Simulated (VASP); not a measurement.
# Si3F (P6_3/m) in VASP: a series of runs, part 2 of 2

VASP 6.6.1. The steps go on from the part before.

## (3) Relaxation of cell and atoms, PBE

The input, INCAR:

```
SYSTEM = Si3F
PREC = Accurate
ENCUT = 600
EDIFF = 1E-6
ISMEAR = 0
SIGMA = 0.1
LREAL = .False.
LASPH = .True.
NELM = 80
ALGO = Normal
ISIF = 3
LWAVE = .False.
LCHARG = .False.
GGA = PE
IBRION = 2
NSW = 90
EDIFFG = -0.04
```

The input, KPOINTS:

```
Automatic mesh
0
Gamma
  3 3 6
  0 0 0
```

The input, POSCAR:

```
Si3F
1.0
    6.1055641425      0.0000000000      0.0000000000
   -3.0527820712      5.2875736518      0.0000000000
    0.0000000000      0.0000000000      3.4586798866
Si F
6 2
Direct
    0.3850600000      0.2987800000      0.2500000000
    0.0862800000      0.3850600000      0.7500000000
    0.7012200000      0.0862800000      0.2500000000
    0.6149400000      0.7012200000      0.7500000000
    0.9137200000      0.6149400000      0.2500000000
    0.2987800000      0.9137200000      0.7500000000
    0.3333333333      0.6666666667      0.2500000000
    0.6666666667      0.3333333333      0.7500000000
```

Potentials or basis: VASP PAW PBE potentials, release 64 (Si, F).

Launch:

```bash
$ cat potpaw_PBE.64/Si/POTCAR potpaw_PBE.64/F/POTCAR > POTCAR
$ mpirun -np 1 vasp_std > vasp.out
```

OUTCAR:

```text
SYSTEM = Si3F
   PREC = Accurate
   ENCUT = 600
   EDIFF = 1E-6
   ISMEAR = 0
   LREAL = .False.
   LASPH = .True.
   NELM = 80
   ISIF = 3
   GGA = PE
   IBRION = 2
   NSW = 90
   EDIFFG = -0.04

 ion  position               nearest neighbor table
   1  0.385  0.299  0.250-   8 2.37   8 2.37   7 2.42   4 2.75   4 2.75   6 2.75   6 2.75   2 2.75
                             2 2.75   3 2.81   5 2.81
   2  0.086  0.385  0.750-   7 2.37   7 2.37   8 2.42   5 2.75   5 2.75   1 2.75   1 2.75   3 2.75
                             3 2.75   6 2.81   4 2.81
   3  0.701  0.086  0.250-   8 2.37   8 2.37   7 2.42   6 2.75   6 2.75   4 2.75   4 2.75   2 2.75
                             2 2.75   5 2.81   1 2.81
   4  0.615  0.701  0.750-   7 2.37   7 2.37   8 2.42   1 2.75   1 2.75   3 2.75   3 2.75   5 2.75
                             5 2.75   6 2.81   2 2.81
   5  0.914  0.615  0.250-   8 2.37   8 2.37   7 2.42   2 2.75   2 2.75   4 2.75   4 2.75   6 2.75
                             6 2.75   3 2.81   1 2.81
   6  0.299  0.914  0.750-   7 2.37   7 2.37   8 2.42   3 2.75   3 2.75   1 2.75   1 2.75   5 2.75
                             5 2.75   2 2.81   4 2.81
   7  0.333  0.667  0.250-   6 2.37   6 2.37   2 2.37   2 2.37   4 2.37   4 2.37   5 2.42   3 2.42
                             1 2.42
   8  0.667  0.333  0.750-   3 2.37   3 2.37   5 2.37   5 2.37   1 2.37   1 2.37   2 2.42   6 2.42
                             4 2.42

  LATTYP: Found a hexagonal cell.
 ALAT       =     6.1055641425
[... 190 lines left out ...]
  Direction    XX          YY          ZZ          XY          YZ          ZX
  --------------------------------------------------------------------------------------
  -------------------------------------------------------------------------------------
  Total        4.5969821      4.5969821     10.2210230     -0.0000000      0.0000000      0.0000000
  in kB       65.9615420     65.9615420    146.6602261     -0.0000006      0.0000000      0.0000000
  external PRESSURE =      92.8611033 kB  Pullay stress =       0.0000000 kB
[... 107 lines left out ...]
  FREE ENERGIE OF THE ION-ELECTRON SYSTEM (eV)
  ---------------------------------------------------
  free  energy   TOTEN  =       -34.0217222687 eV

  energy  without entropy=      -33.9826548681  energy(sigma->0) =      -34.00218857

[... ionic steps 4 to 11 ...]

--------------------------------------- Ionic step       12  -------------------------------------------

 number of electron      38.0000032 magnetization

------------------------ aborting loop because EDIFF is reached ----------------------------------------
[... 79 lines left out ...]
--------------------------------------- Ionic step       14  -------------------------------------------

 number of electron      38.0000035 magnetization

 Free energy of the ion-electron system (eV)
  ---------------------------------------------------
  ext. energy  EPLUGINS =         0.00000000
  ---------------------------------------------------
  free energy    TOTEN  =       -35.63531794 eV

  energy without entropy =      -35.61754482  energy(sigma->0) =      -35.62643138

 E-fermi :   7.4830     XC(G=0): -10.8252

 val. band max:        7.4730750928   @ k =   0.3333  -0.0000   0.3333
 cond. band min:       7.7210662609   @ k =   0.3333  -0.0000   0.3333
 fundamental gap:      0.2479911682
 Fermi energy:         7.4830318830

 k-point     1 :       0.0000    0.0000    0.0000
  band No.  band energies     occupation
      1     -15.3986      2.00000
      2     -15.2674      2.00000
      3      -4.5577      2.00000
      4      -0.3044      2.00000
      5      -0.3044      2.00000
      6       0.4014      2.00000
[... 348 lines left out ...]
  FREE ENERGIE OF THE ION-ELECTRON SYSTEM (eV)
  ---------------------------------------------------
  free  energy   TOTEN  =       -35.6353179383 eV

  energy  without entropy=      -35.6175448172  energy(sigma->0) =      -35.62643138

 reached required accuracy - stopping structural energy minimisation
```

OSZICAR:

```text
N       E                     dE             d eps       ncg     rms          rms(c)
DAV:   1     0.176827898722E+03    0.17683E+03   -0.19310E+04   576   0.157E+03
DAV:   2    -0.181500489782E+02   -0.19498E+03   -0.18922E+03   688   0.267E+02
DAV:   3    -0.341639338445E+02   -0.16014E+02   -0.15757E+02   752   0.728E+01
[... 155 lines left out ...]
DAV:   3    -0.356354411111E+02    0.26520E-03   -0.13784E-03   664   0.294E-01    0.852E-02
DAV:   4    -0.356353535107E+02    0.87600E-04   -0.70809E-04   704   0.201E-01    0.478E-02
DAV:   5    -0.356353144549E+02    0.39056E-04   -0.20793E-04   696   0.125E-01    0.827E-03
DAV:   6    -0.356353173588E+02   -0.29039E-05   -0.18799E-05   632   0.297E-02    0.349E-03
DAV:   7    -0.356353179383E+02   -0.57947E-06   -0.39935E-07   344   0.480E-03
  14 F= -.35635318E+02 E0= -.35626431E+02  d E =-.170612E-02
```

CONTCAR:

```text
Si3F
   1.00000000000000
     5.4619389877987334    0.0000000203074598    0.0000000000000000
    -2.7309695114543406    4.7301779071749701   -0.0000000000000000
     0.0000000000000000   -0.0000000000000000    4.3349036225910540
  Si              F
     6     2
Direct
     0.3230613613123107    0.2169841326113649    0.2500000000000000
     0.1060772287009902    0.3230613613123550    0.7500000000000000
     0.7830158673886795    0.1060772287009900    0.2500000000000000
     0.6769386386876894    0.7830158673886350    0.7500000000000000
     0.8939227712990099    0.6769386386876453    0.2500000000000000
     0.2169841326113204    0.8939227712990099    0.7500000000000000
     0.3333333332999970    0.6666666667000030    0.2500000000000000
     0.6666666667000030    0.3333333332999970    0.7500000000000000

  0.00000000E+00  0.00000000E+00  0.00000000E+00
  0.00000000E+00  0.00000000E+00  0.00000000E+00
  0.00000000E+00  0.00000000E+00  0.00000000E+00
  0.00000000E+00  0.00000000E+00  0.00000000E+00
  0.00000000E+00  0.00000000E+00  0.00000000E+00
  0.00000000E+00  0.00000000E+00  0.00000000E+00
  0.00000000E+00  0.00000000E+00  0.00000000E+00
  0.00000000E+00  0.00000000E+00  0.00000000E+00
```

Run time: 3.2 min. Hardware: 1 thread of Intel Xeon 6975P-C (Granite Rapids), shared host; peak memory 0.27 GiB.

What came out:

```
Free energy                           : -35.6353 eV
Relaxed volume                        : 14.00 Å³/atom
Relaxed cell                          : a = 5.462 Å, b = 5.462 Å, c = 4.335 Å, α = 90.00°, β = 90.00°, γ = 120.00°
Space group after relaxing (to 0.1 Å) : P6_3/m (No. 176)
Energy gained by relaxing             : 276.4 meV/atom
Ionic steps                           : 14
Pressure after relaxing               : -0.1 GPa
Largest force after relaxing          : 0.013 eV/Å
Band gap on the k mesh                : zero (bands 19 and 20 overlap by 1.26 eV)
```

Forces on the atoms (eV/Å):
```
Si   0.006 -0.012  0.000
Si   0.013 -0.001  0.000
Si   0.007  0.011  0.000
Si  -0.006  0.012  0.000
Si  -0.013  0.001  0.000
Si  -0.007 -0.011  0.000
F    0.000  0.000  0.000
F    0.000  0.000  0.000
```

Step by step:
```csv
step,energy change (eV),largest force (eV/Å),pressure (GPa),volume (Å³)
1,0.0000,0.9770,9.29,111.66
2,-0.5938,0.5905,-2.38,125.20
3,-0.5977,0.5641,-3.24,126.61
4,-0.9633,0.6172,-4.22,125.23
5,-1.5068,0.4941,-4.62,121.83
6,-2.0829,0.3740,-2.22,113.13
7,-1.9701,0.0656,-0.09,110.11
8,-2.0867,0.3566,-1.99,112.75
9,-2.1268,0.0410,4.72,105.82
10,-2.1634,0.1746,1.72,108.49
11,-2.2085,0.0609,0.38,111.08
12,-2.2096,0.0441,0.15,111.67
13,-2.2096,0.0348,-0.38,112.33
14,-2.2113,0.0132,-0.12,112.00
```

Final structure:
```xyz
8
Lattice="5.4619 0.0000 0.0000 -2.7310 4.7302 0.0000 0.0000 0.0000 4.3349" Properties=species:S:1:pos:R:3 pbc="T T T"
Si    1.1720    1.0264    1.0837
Si   -0.3029    1.5281    3.2512
Si    3.9871    0.5018    1.0837
Si    1.5590    3.7038    3.2512
Si    3.0339    3.2020    1.0837
Si   -1.2561    4.2284    3.2512
F     0.0000    3.1535    1.0837
F     2.7310    1.5767    3.2512
```

Levels at points of the mesh, in eV from the Fermi level:
```
           k point  band 17  band 18  band 19  band 20  band 21  band 22
(0.00, 0.00, 0.00)    -1.93    -0.51    -0.51     1.52     1.52     2.04
(0.00, 0.00, 0.50)    -0.63    -0.63    -0.63    -0.63     1.93     1.93
```

Caveat: the k points lie up to 0.44 Å⁻¹ apart in the final cell, too coarse for converged energies and pressures of a metal; a cell axis changed by over 15 % at a fixed basis, so the end point is rough.
